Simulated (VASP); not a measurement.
# SnTe in VASP: further runs

The runs below take SnTe through single point, with r2SCAN.

All numbers are computed with VASP 6.6.1; they aren't measurements. Logs are shortened: lines on timing, memory, paths and dates and some standing lists are left out, and cuts for length are marked.

### Step 1. The cell of the first run

It takes space group I4/mmm (No. 139, tetragonal). The conventional cell has a = 4.555 Å, b = 4.555 Å, c = 6.374 Å, α = 90.00°, β = 90.00°, γ = 90.00°. Within 4.2 Å of Sn (site symmetry 4/mmm) lie 6 Te at 3.19 to 3.22 Å. Within 4.2 Å of Te (site symmetry 4/mmm) lie 6 Sn at 3.19 to 3.22 Å.

### Step 2. Single point, r2SCAN (epitaxial xy strain +1.0%)

POSCAR reads:

```
SnTe
1.0
    0.0000000000      3.2212236489      3.1868840042
    3.2212236489      0.0000000000      3.1868840042
    3.2212236489      3.2212236489      0.0000000000
Sn Te
1 1
Direct
    0.0000000000      0.0000000000      0.0000000000
    0.5000000000      0.5000000000      0.5000000000
```

INCAR.step1 reads:

```
SYSTEM = SnTe
ALGO     = Normal         ! electronic algorithm
EDIFF    = 1E-4           ! SCF threshold, eV
ENCUT    = 520            ! plane-wave cutoff, eV
GGA      = PE             ! functional
ISMEAR   = -1             ! smearing method
LASPH    = .TRUE.         ! aspherical terms in the spheres
LCHARG   = .FALSE.        ! write CHGCAR
LREAL    = .FALSE.        ! projectors in reciprocal space
LWAVE    = .TRUE.         ! write WAVECAR
NBANDS   = 17             ! bands
NELM     = 60             ! most SCF steps
PREC     = Accurate       ! precision mode
SIGMA    = 0.02           ! smearing width, eV
```

INCAR.step2 reads:

```
SYSTEM = SnTe
ALGO     = Normal         ! electronic algorithm
EDIFF    = 1E-6           ! SCF threshold, eV
ENCUT    = 520            ! plane-wave cutoff, eV
ISIF     = 2              ! what is computed and relaxed
ISMEAR   = -1             ! smearing method
ISTART   = 1            
LASPH    = .TRUE.         ! aspherical terms in the spheres
LCHARG   = .TRUE.         ! write CHGCAR
LELF     = .TRUE.         ! ELF
LMIXTAU  = .TRUE.       
LREAL    = .FALSE.        ! projectors in reciprocal space
LVHAR    = .TRUE.       
LWAVE    = .FALSE.        ! write WAVECAR
METAGGA  = R2SCAN         ! meta-GGA
NBANDS   = 17             ! bands
NELM     = 60             ! most SCF steps
PREC     = Accurate       ! precision mode
SIGMA    = 0.02           ! smearing width, eV
```

KPOINTS reads:

```
k-points
0
G
  8 8 8
  0 0 0
```

Potentials or basis: VASP PAW PBE potentials, release 64 (Sn_d, Te).

On the command line:

```sh
> cat potpaw_PBE.64/Sn_d/POTCAR potpaw_PBE.64/Te/POTCAR > POTCAR
> cp INCAR.step1 INCAR
> mpirun -np 1 vasp_std > vasp.out
> cp INCAR.step2 INCAR
> mpirun -np 1 vasp_std > vasp.out
```

OUTCAR:

```text
SYSTEM = SnTe
   EDIFF = 1E-6
   ENCUT = 520
   ISIF = 2
   ISMEAR = -1
   ISTART = 1
   LASPH = .TRUE.
   LREAL = .FALSE.
   METAGGA = R2SCAN
   NELM = 60
   PREC = Accurate

 ion  position               nearest neighbor table
   1  0.000  0.000  0.000-   2 3.19   2 3.19   2 3.22   2 3.22   2 3.22   2 3.22
   2  0.500  0.500  0.500-   1 3.19   1 3.19   1 3.22   1 3.22   1 3.22   1 3.22

  LATTYP: Found a body centered tetragonal cell.
 ALAT       =     4.5554981717
 C/A-ratio  =     1.3991374309

  Lattice vectors:

 A1 = (   0.0000000000,  -3.2212236489,  -3.1868840042)
 A2 = (   0.0000000000,   3.2212236489,  -3.1868840042)
 A3 = (   3.2212236489,   0.0000000000,   3.1868840042)

Analysis of symmetry for initial positions (statically):
=====================================================================
 Subroutine PRICEL returns:
 Original cell was already a primitive cell.

 Routine SETGRP: Setting up the symmetry group for a
 body centered tetragonal supercell.

 Subroutine GETGRP returns: Found 16 space group operations
 (whereof 16 operations were pure point group operations)
 out of a pool of 16 trial point group operations.

The static configuration has the point symmetry D_4h.

Analysis of symmetry for dynamics (positions and initial velocities):
=====================================================================
 Subroutine PRICEL returns:
 Original cell was already a primitive cell.

 Routine SETGRP: Setting up the symmetry group for a
 body centered tetragonal supercell.

 Subroutine GETGRP returns: Found 16 space group operations
 (whereof 16 operations were pure point group operations)
 out of a pool of 16 trial point group operations.

The dynamic configuration has the point symmetry D_4h.

 Subroutine INISYM returns: Found 16 space group operations
 (whereof 16 operations are pure point group operations),
 and found     1 'primitive' translations

----------------------------------------------------------------------------------------

                                     Primitive cell

  volume of cell :      66.1360

  direct lattice vectors                    reciprocal lattice vectors
     0.000000000  3.221223649  3.186884004    -0.155220517  0.155220517  0.156893065
     3.221223649  0.000000000  3.186884004     0.155220517 -0.155220517  0.156893065
     3.221223649  3.221223649  0.000000000     0.155220517  0.155220517 -0.156893065

  length of vectors
     4.531281436  4.531281436  4.555498172     0.269818924  0.269818924  0.269818924

  position of ions in fractional coordinates (direct lattice)
     0.000000000  0.000000000  0.000000000
     0.500000000  0.500000000  0.500000000

  ion indices of the primitive-cell ions
   primitive index   ion index
                 1           1
                 2           2

----------------------------------------------------------------------------------------

 KPOINTS: k-points

Automatic generation of k-mesh.
 Grid dimensions read from file:
 generate k-points for:    8    8    8

 Generating k-lattice:

  Cartesian coordinates                     Fractional coordinates (reciprocal lattice)
    -0.019402565  0.019402565  0.019611633     0.125000000 -0.000000000  0.000000000
     0.019402565 -0.019402565  0.019611633    -0.000000000  0.125000000  0.000000000
     0.019402565  0.019402565 -0.019611633     0.000000000  0.000000000  0.125000000

  Length of vectors
     0.033727365  0.033727365  0.033727365

  Shift w.r.t. Gamma in fractional coordinates (k-lattice)
     0.000000000  0.000000000  0.000000000

 Subroutine IBZKPT returns following result:
 ===========================================

 Found     59 irreducible k-points:

 Following reciprocal coordinates:
            Coordinates               Weight
  0.000000  0.000000  0.000000      1.000000
  0.125000  0.000000  0.000000      8.000000
  0.250000  0.000000  0.000000      8.000000
  0.375000  0.000000  0.000000      8.000000
  0.500000  0.000000  0.000000      4.000000
  0.125000  0.125000  0.000000      2.000000
[... 16 lines left out ...]
  0.250000  0.000000  0.125000     16.000000
  0.375000  0.000000  0.125000     16.000000
 [... further k-points ...]
   k-points           NKPTS =     59   k-points in BZ     NKDIM =     59   number of bands    NBANDS=     17
   number of dos      NEDOS =    301   number of ions     NIONS =      2
   total plane-waves  NPLWV =  46656
   dimension x,y,z NGX =    36 NGY =   36 NGZ =   36
   dimension x,y,z NGXF=    72 NGYF=   72 NGZF=   72
   ions per type =               1   1
   NGX,Y,Z   is equivalent  to a cutoff of  13.21, 13.21, 13.14 a.u.
   NGXF,Y,Z  is equivalent  to a cutoff of  26.42, 26.42, 26.28 a.u.
 SYSTEM =  SnTe
   PREC   = accura    normal or accurate (medium, high low for compatibility)
   ISTART =      1    job   : 0-new  1-cont  2-samecut
   ICHARG =      0    charge: 1-file 2-atom 10-const
   ISPIN  =      1    spin polarized calculation?
   LNONCOLLINEAR =      F non collinear calculations
   LSORBIT =      F    spin-orbit coupling
   LASPH  =      T    aspherical Exc in radial PAW
   ENCUT  =  520.0 eV  38.22 Ry    6.18 a.u.   8.43  8.43  8.47*2*pi/ulx,y,z
   NELM   =     60;   NELMIN=  2; NELMDL=  0     # of ELM steps
   EDIFF  = 0.1E-05   stopping-criterion for ELM
   LREAL  =      F    real-space projection
   EDIFFG = 0.1E-04   stopping-criterion for IOM
   NSW    =      0    number of steps for IOM
   IBRION =     -1    ionic relax: 0-MD 1-quasi-New 2-CG
   NFREE  =      0    steps in history (QN), initial steepest desc. (CG)
   ISIF   =      2    stress and relaxation
   ISYM   =      2    0-nonsym 1-usesym 2-fastsym
   POTIM  = 0.5000    time-step for ionic-motion
   TEBEG  =    0.0;   TEEND  =   0.0 temperature during run
   PSTRESS=    0.0 pullay stress
   NELECT =      20.0000    total number of electrons
   NUPDOWN=      -1.0000    fix difference up-down
   EMIN   =  10.00;   EMAX   =-10.00  energy-range for DOS
   EFERMI =   0.00;   METHOD = LEGACY
   ISMEAR =    -1;   SIGMA  =   0.02  broadening in eV -4-tet -1-fermi 0-gaus
   EFERMI_NEDOS =   21; number of points for ismear=-14 and -15
   IALGO  =     38    algorithm
   IMIX   =      4    mixing-type and parameters
     AMIX     =   0.40;   BMIX     =  1.00
     AMIX_MAG =   1.60;   BMIX_MAG =  1.00
  volume/ion in A,a.u.               =      33.07       223.15
  Fermi-wavevector in a.u.,A,eV,Ry     =   1.098851  2.076527 16.428676  1.207474
  Thomas-Fermi vector in A             =   2.235236
   LORBIT       =      0    0 simple, 1 ext, 2 COOP (PROOUT), +10 PAW based schemes
   METAGGA = R2SCAN    functional components
   LHFCALC =     F    Hartree Fock is set to
   AEXX    =    0.0000 exact exchange contribution
   IVDW    =     0    specifies the selected vdW correction
   LEPSILON=     F    determine dielectric tensor
   LRPA    =     F    only Hartree local field effects (RPA)
 non-spin polarized calculation
  energy-cutoff  :      520.00
  volume of cell :       66.14
 maximum number of plane-waves:      1807
 NGX is ok and might be reduce to    36
   NGX = 17   NGY = 17   NGZ = 17

 number of electron      20.0000005 magnetization

 Free energy of the ion-electron system (eV)
  ---------------------------------------------------
  ext. energy  EPLUGINS =         0.00000000
  ---------------------------------------------------
  free energy    TOTEN  =       -50.68079119 eV

  energy without entropy =      -50.68076055  energy(sigma->0) =      -50.68077587

 E-fermi :   6.3745     XC(G=0):  -9.8013

 val. band max:        6.2793113597   @ k =   0.5000   0.0000   0.0000
 cond. band min:       6.4696385951   @ k =   0.5000   0.0000   0.0000
 fundamental gap:      0.1903272353
 Fermi energy:         6.3744746243

 k-point     1 :       0.0000    0.0000    0.0000
  band No.  band energies     occupation
      1     -16.4168      2.00000
      2     -16.4122      2.00000
      3     -16.4098      2.00000
      4     -16.4059      2.00000
      5     -16.4059      2.00000
      6      -6.7487      2.00000
[... 9 lines left out ...]
     16      11.4536      0.00000
     17      13.2761      0.00000

 k-point     2 :       0.1250    0.0000    0.0000
  band No.  band energies     occupation
      1     -16.4173      2.00000
      2     -16.4128      2.00000
      3     -16.4093      2.00000
      4     -16.4054      2.00000
      5     -16.4052      2.00000
      6      -6.6209      2.00000
[... 9 lines left out ...]
     16      11.7398      0.00000
     17      14.2193      0.00000

 k-point     3 :       0.2500    0.0000    0.0000
  band No.  band energies     occupation
      1     -16.4186      2.00000
      2     -16.4145      2.00000
      3     -16.4080      2.00000
      4     -16.4042      2.00000
      5     -16.4033      2.00000
      6      -6.2633      2.00000
[... 9 lines left out ...]
     16      12.6088      0.00000
     17      16.2108      0.00000

 k-point     4 :       0.3750    0.0000    0.0000
  band No.  band energies     occupation
      1     -16.4201      2.00000
      2     -16.4164      2.00000
      3     -16.4071      2.00000
      4     -16.4025      2.00000
      5     -16.4012      2.00000
      6      -5.7901      2.00000
[... 9 lines left out ...]
     16      13.9913      0.00000
     17      16.7905      0.00000

 k-point     5 :       0.5000    0.0000    0.0000
  band No.  band energies     occupation
      1     -16.4207      2.00000
      2     -16.4171      2.00000
      3     -16.4067      2.00000
      4     -16.4018      2.00000
      5     -16.4003      2.00000
      6      -5.5282      2.00000
[... 9 lines left out ...]
     16      15.4201      0.00000
     17      15.4736      0.00000

 k-point     6 :       0.1250    0.1250    0.0000
  band No.  band energies     occupation
      1     -16.4162      2.00000
      2     -16.4141      2.00000
      3     -16.4102      2.00000
      4     -16.4046      2.00000
      5     -16.4046      2.00000
      6      -6.5749      2.00000
[... 9 lines left out ...]
     16      12.2316      0.00000
     17      13.4616      0.00000
[... 281 lines left out ...]
 k-point    21 :       0.5000    0.5000    0.0000
  band No.  band energies     occupation
      1     -16.4278      2.00000
      2     -16.4128      2.00000
      3     -16.4127      2.00000
      4     -16.3968      2.00000
      5     -16.3968      2.00000
      6      -5.2138      2.00000
[... 9 lines left out ...]
     16      17.1099      0.00000
     17      17.6503      0.00000

 k-point    22 :       0.1250    0.0000    0.1250
  band No.  band energies     occupation
      1     -16.4182      2.00000
      2     -16.4121      2.00000
      3     -16.4086      2.00000
      4     -16.4063      2.00000
      5     -16.4046      2.00000
      6      -6.5809      2.00000
[... 9 lines left out ...]
     16      12.2710      0.00000
     17      13.5368      0.00000

 k-point    23 :       0.2500    0.0000    0.1250
  band No.  band energies     occupation
      1     -16.4199      2.00000
      2     -16.4127      2.00000
      3     -16.4072      2.00000
      4     -16.4059      2.00000
      5     -16.4029      2.00000
      6      -6.3029      2.00000
[... 9 lines left out ...]
     16      13.1682      0.00000
     17      14.6816      0.00000

 k-point    24 :       0.3750    0.0000    0.1250
  band No.  band energies     occupation
      1     -16.4214      2.00000
      2     -16.4145      2.00000
      3     -16.4063      2.00000
      4     -16.4041      2.00000
      5     -16.4012      2.00000
      6      -5.8641      2.00000
[... 9 lines left out ...]
     16      14.5118      0.00000
     17      16.4785      0.00000

 [... further k-points ...]
[... 5 lines left out ...]
  --------------------------------------------------------------------------------------
  -------------------------------------------------------------------------------------
  Total       -0.5324832     -0.5324832     -0.0270224      0.0000000     -0.0000000      0.0000000
  in kB      -12.8996665    -12.8996665     -0.6546311      0.0000000     -0.0000000      0.0000000
  external PRESSURE =      -8.8179880 kB  Pullay stress =       0.0000000 kB

 VOLUME and BASIS-vectors are now :
 -----------------------------------------------------------------------------
  energy-cutoff  :      520.00
  volume of cell :       66.14
      direct lattice vectors                 reciprocal lattice vectors
     0.000000000  3.221223649  3.186884004    -0.155220517  0.155220517  0.156893065
     3.221223649  0.000000000  3.186884004     0.155220517 -0.155220517  0.156893065
     3.221223649  3.221223649  0.000000000     0.155220517  0.155220517 -0.156893065

 POSITION                                       TOTAL-FORCE (eV/Angst)
 -----------------------------------------------------------------------------------
      0.00000      0.00000      0.00000         0.000000     -0.000000      0.000000
      3.22122      3.22122      3.18688        -0.000000      0.000000      0.000000
 -----------------------------------------------------------------------------------
    total drift:                               -0.000000      0.000000      0.000000

  FREE ENERGIE OF THE ION-ELECTRON SYSTEM (eV)
  ---------------------------------------------------
  free  energy   TOTEN  =       -50.6807911917 eV

  energy  without entropy=      -50.6807605476  energy(sigma->0) =      -50.68077587
```

It took 88 s on 1 thread of Intel Xeon 6975P-C (Granite Rapids), shared host; peak memory 0.26 GiB.

What came out:

```yaml
Free_energy: -50.6808 eV
Pressure: -0.9 GPa
Band_gap_on_the_k_mesh: 0.19 eV, direct
```

Levels at points of the mesh, in eV from the valence-band top:
```csv
k point,band 6,band 7,band 8,band 9,band 10,band 11,band 12,band 13,band 14,band 15
"(0.00, 0.00, 0.00)",-13.03,-4.92,-2.35,-2.24,-2.24,3.28,3.28,3.54,5.10,5.10
"(0.50, 0.00, 0.00)",-11.81,-8.45,-1.93,-1.91,0.00,0.19,0.40,0.45,8.12,8.94
"(0.50, 0.50, 0.00)",-11.49,-6.72,-5.54,-3.81,-3.81,2.57,4.86,4.86,6.45,9.10
"(0.50, 0.00, 0.50)",-11.55,-6.65,-5.52,-3.84,-3.72,2.60,4.76,5.05,6.27,9.10
```

Caveat: the cell differs from its parent crystal (epitaxial xy strain +1.0%); the PAW data sets were made with another functional, which shifts forces and pressure a little; spin-orbit coupling is left out, which moves the levels of the heavy elements. A k mesh can miss the band edges.

### Step 3. Single point, r2SCAN (epitaxial xy strain +2.0%)

POSCAR reads:

```
SnTe
1.0
    0.0000000000      3.2531169524      3.1842697424
    3.2531169524      0.0000000000      3.1842697424
    3.2531169524      3.2531169524      0.0000000000
Sn Te
1 1
Direct
    0.0000000000      0.0000000000      0.0000000000
    0.5000000000      0.5000000000      0.5000000000
```

INCAR.step1 reads:

```
ALGO = Normal
EDIFF = 1E-4
ENCUT = 520
GGA = PE
ISMEAR = -1
LASPH = T
LCHARG = F
LREAL = F
LWAVE = T
NBANDS = 17
NELM = 60
PREC = Accurate
SIGMA = 0.02
```

INCAR.step2 reads:

```
ALGO = Normal
EDIFF = 1E-7
ENCUT = 520
ISIF = 2
ISMEAR = -1
ISTART = 1
LASPH = T
LCHARG = F
LMIXTAU = T
LREAL = F
LWAVE = F
METAGGA = R2SCAN
NBANDS = 17
NELM = 60
PREC = Accurate
SIGMA = 0.02
```

KPOINTS reads:

```
k-points
0
Gamma
  8 8 8
```

Potentials or basis: VASP PAW PBE potentials, release 64 (Sn_d, Te).

On the command line:

```sh
> cat potpaw_PBE.64/Sn_d/POTCAR potpaw_PBE.64/Te/POTCAR > POTCAR
> cp INCAR.step1 INCAR
> mpirun -np 1 vasp_std > vasp.out
> cp INCAR.step2 INCAR
> mpirun -np 1 vasp_std > vasp.out
```

It took 2.2 min on 1 thread of Intel Xeon 6975P-C (Granite Rapids), shared host; peak memory 0.26 GiB.

It converged, with:

```
Free energy            : -50.6660 eV
Pressure               : -1.6 GPa
Band gap on the k mesh : 0.22 eV, direct
```

Stress tensor (GPa, compression positive):
```
-2.35  0.00  0.00
 0.00 -2.35  0.00
 0.00  0.00 -0.06
```

Levels at points of the mesh, in eV from the valence-band top:
| k point | band 8 | band 9 | band 10 | band 11 | band 12 | band 13 |
| --- | --- | --- | --- | --- | --- | --- |
| (0.00, 0.00, 0.00) | -2.34 | -2.11 | -2.11 | 3.19 | 3.19 | 3.71 |
| (0.50, 0.00, 0.00) | -1.86 | -1.81 | 0.00 | 0.22 | 0.45 | 0.55 |
| (0.50, 0.50, 0.00) | -5.39 | -3.69 | -3.69 | 2.66 | 4.77 | 4.77 |
| (0.50, 0.00, 0.50) | -5.34 | -3.77 | -3.52 | 2.72 | 4.59 | 5.15 |

Caveat: the cell differs from its parent crystal (epitaxial xy strain +2.0%); the PAW data sets were made with another functional, which shifts forces and pressure a little; spin-orbit coupling is left out, which moves the levels of the heavy elements. A k mesh can miss the band edges.

(Part 1 of 2 ends here.)
